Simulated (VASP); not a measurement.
TlPPt5:

```
Tl P Pt
1.0
     3.97568    0.00000    0.00000
     0.00000    3.97568    0.00000
     0.00000    0.00000    7.15379
Tl P Pt
1 1 5
Direct
  0.50000 0.50000 0.00000
  0.00000 0.00000 0.50000
  0.00000 0.50000 0.30298
  0.00000 0.50000 0.69702
  0.50000 0.00000 0.30298
  0.50000 0.00000 0.69702
  0.00000 0.00000 0.00000
```

```yaml
Program: VASP 6.6.1
Task: relaxation of cell and atoms
Functional: PBEsol
Dispersion: D3(BJ)
Potentials_or_basis: VASP PAW PBE potentials, release 64 (Tl_d, P, Pt)
Cutoff: 600 eV
k_mesh: 6 × 6 × 4
Occupations: fermi-dirac, width 0.05 eV
Spin: no spin polarisation
```

At the start: pressure -10.4 GPa; volume 16.15 Å³/atom.

Task: Where does the relaxation end?

Result: Over 10 steps the energy falls by 26.0 meV/atom and the volume is 15.40 Å³/atom (-4.7 %); space group P4/mmm (No. 123, to 0.1 Å) before and after.

The path:
```
step  energy change (eV)  largest force (eV/Å)  pressure (GPa)  volume (Å³)
   1              0.0000                0.0030          -10.44       113.07
   2              0.9445                0.4859           36.19        96.71
   3             -0.1788                0.1212           -0.44       108.04
   4             -0.1791                0.1256           -0.08       107.88
   5             -0.1790                0.1284            0.16       107.78
   6             -0.1811                0.0459            0.17       107.73
   7             -0.1816                0.0059            0.19       107.70
   8             -0.1815                0.0008           -0.45       107.98
   9             -0.1817                0.0035           -0.09       107.82
  10             -0.1818                0.0081            0.03       107.77
```

Final structure:
```
CELL_PARAMETERS angstrom
3.91862 0.00000 0.00000
0.00000 3.91862 0.00000
0.00000 0.00000 7.01816
ATOMIC_POSITIONS crystal
Tl 0.50000 0.50000 0.00000
P 0.00000 0.00000 0.50000
Pt 0.00000 0.50000 0.30176
Pt 0.00000 0.50000 0.69824
Pt 0.50000 0.00000 0.30176
Pt 0.50000 0.00000 0.69824
Pt 0.00000 0.00000 0.00000
```

Caveat: the PAW data sets were made with another functional, which shifts forces and pressure a little.
